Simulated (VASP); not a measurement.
Input of a VASP 6.6.1 run:

Contents of INCAR:

```
AGGAC    = 1.0          
AGGAX    = 1.0          
ALDAC    = 0.0          
ALDAX    = 1.0          
ALGO     = Normal         # electronic algorithm
EDIFF    = 1E-6           # SCF threshold, eV
ENCUT    = 500            # plane-wave cutoff, eV
GGA      = B5             # functional
GGA_COMPAT= F            
ISIF     = 2              # what is computed and relaxed
ISMEAR   = 0              # smearing method
LASPH    = T              # aspherical terms in the spheres
LCHARG   = F              # write CHGCAR
LREAL    = F              # projectors in reciprocal space
LWAVE    = F              # write WAVECAR
NBANDS   = 17             # bands
NELM     = 120            # most SCF steps
PREC     = Accurate       # precision mode
SIGMA    = 0.1            # smearing width, eV
```

File KPOINTS:

```
k-points
0
Gamma
  4 4 4
```

The input POSCAR:

```
SnTe
1.0
    0.0000000000      3.6111460000      3.6111460000
    3.6111460000      0.0000000000      3.6111460000
    3.6111460000      3.6111460000      0.0000000000
Sn Te
1 1
Direct
    0.0000000000      0.0000000000      0.0000000000
    0.7500000000      0.7500000000      0.7500000000
```

Potentials or basis: VASP PAW PBE potentials, release 64 (Sn_d, Te).

Command:

```bash
$ cat potpaw_PBE.64/Sn_d/POTCAR potpaw_PBE.64/Te/POTCAR > POTCAR
$ mpirun -np 1 vasp_std > vasp.out
```

What does it give for the band gap on the k mesh?

0.15 eV, indirect (least direct gap 0.82 eV).

Estimate the pressure.

1.4 GPa.

Caveat: the PAW data sets were made with another functional, which shifts forces and pressure a little; spin-orbit coupling is left out, which moves the levels of the heavy elements. A k mesh can miss the band edges.
